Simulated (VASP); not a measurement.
Wanted: the native input for a VASP 6.6.1 run.

| Quantity | Value |
| --- | --- |
| Task | single point |
| Functional | PBEsol |
| Potentials or basis | VASP PAW PBE potentials, release 64 (Mg, H) |
| Cutoff | 520 eV |
| k mesh | 8 × 5 × 1 |
| Occupations | gaussian, width 0.1 eV |
| Spin | no spin polarisation |
| Dipole correction | yes |
| Further INCAR settings | ALGO = Normal; EDIFF = 1e-06; NBANDS = 12 |

The structure of Mg4H lies in POSCAR:

```
Mg4H
1.0
    3.1881999939      0.0000000000      0.0000000000
    0.0000000000      5.1084658709      0.0000000000
    0.0000000000      0.0000000000     19.1358427726
Mg H
4 1
Direct
    0.0000000000      0.7500000000      0.2090318178
    0.5000000000      0.2500000000      0.2571276385
    0.5000000000      0.7500000000      0.3576109084
    0.0000000000      0.2500000000      0.3990335238
    0.0000000000      0.3750000000      0.4830745176
```

One way to write it, as run:

INCAR

```
PREC = Accurate
ENCUT = 520
EDIFF = 1E-6
ISMEAR = 0
SIGMA = 0.1
LREAL = F
LASPH = T
NELM = 100
ALGO = Normal
ISIF = 2
LWAVE = F
LCHARG = T
LDIPOL = T
IDIPOL = 3
DIPOL = 0.5 0.5 0.341
GGA = PS
LELF = T
LVHAR = T
LVACPOTAV = T
NBANDS = 12
```

KPOINTS

```
Automatic mesh
0
Gamma
  8 5 1
```

Potentials or basis: VASP PAW PBE potentials, release 64 (Mg, H).

The run is started by

```sh
$ cat potpaw_PBE.64/Mg/POTCAR potpaw_PBE.64/H/POTCAR > POTCAR
$ mpirun -np 1 vasp_std > vasp.out
```

It gave:

* Largest force: 0.271 eV/Å
* Band gap on the k mesh: zero (an odd number of electrons rules out a gap without spin polarisation)

Caveat: the PAW data sets were made with another functional, which shifts forces and pressure a little.

Wall time 67 s on 1 thread of Intel(R) Xeon(R) Platinum 8559C (Emerald Rapids), with other jobs on the host, peak memory 0.35 GiB.
